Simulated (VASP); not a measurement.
**C: single point with PBE+D3(BJ)**

The system is C.

```xyz
2
Lattice="0.0000 2.3433 3.1102 1.1284 0.0000 3.1102 1.1284 2.3433 0.0000" Properties=species:S:1:pos:R:3 pbc="T T T"
C     1.1284    0.7812    3.1102
C     1.1284    3.9054    3.1102
```

| Item | Value |
| --- | --- |
| Program | VASP 6.6.1 |
| Task | single point |
| Functional | PBE |
| Dispersion | D3(BJ) |
| Potentials or basis | VASP PAW PBE potentials, release 64 (C) |
| Cutoff | 520 eV |
| k mesh | 18 × 18 × 18 |
| Occupations | gaussian, width 0.03 eV |
| Spin | no spin polarisation |

| Item | Value |
| --- | --- |
| Pressure | 9.2 GPa |
| Largest force | 0.990 eV/Å |
| Dispersion energy per atom | -0.161 eV |

Forces in eV/Å, atoms in the order of the input:
```
C    0.000 -0.990  0.000
C    0.000  0.990  0.000
```

Stress tensor (GPa, compression positive):
```
100.28   0.00   0.00
  0.00 -79.02   0.00
  0.00   0.00   6.21
```

It took 2.3 min on 1 thread of AMD EPYC 7R13 Processor (Zen 3) (shared host), peak memory 0.22 GiB.

Caveat: the stress differs along the axes, from -79 to 100 GPa.
